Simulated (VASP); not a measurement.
**CsI: single point with HSE06**

CsI:

```
Cs I
1.0
     4.60903    0.00000    0.00000
     0.00000    4.60903    0.00000
     0.00000    0.00000    4.60903
Cs I
1 1
Direct
  0.00000 0.00000 0.00000
  0.50000 0.50000 0.50000
```

```json
{
  "Program": "VASP 6.6.1",
  "Task": "single point",
  "Functional": "HSE06",
  "Potentials or basis": "VASP PAW PBE potentials, release 64 (Cs_sv, I)",
  "Cutoff": "400 eV",
  "k mesh": "6 × 6 × 6",
  "Occupations": "fermi-dirac, width 0.02 eV",
  "Spin": "no spin polarisation"
}
```

```
Pressure               : 0.2 GPa
Band gap on the k mesh : 4.77 eV (least direct gap 4.87 eV)
```

Levels at points of the mesh, in eV from the valence-band top:
| k point | band 6 | band 7 | band 8 | band 9 | band 10 | band 11 |
| --- | --- | --- | --- | --- | --- | --- |
| (0.00, 0.00, 0.00) | -0.10 | -0.10 | -0.10 | 4.77 | 5.19 | 5.19 |
| (0.50, 0.00, 0.00) | -1.58 | -0.23 | -0.23 | 6.27 | 7.39 | 7.72 |
| (0.50, 0.50, 0.00) | -0.91 | -0.91 | 0.00 | 5.22 | 5.93 | 7.18 |
| (0.50, 0.50, 0.50) | -1.32 | -1.32 | -1.32 | 8.11 | 8.11 | 8.11 |

Run time: 15 min on 1 thread of Intel(R) Xeon(R) 6975P-C (Granite Rapids), on a shared host, peak memory 0.31 GiB.

Caveat: the PAW data sets were made with another functional, which shifts forces and pressure a little; spin-orbit coupling is left out, which moves the levels of the heavy elements. A k mesh can miss the band edges.
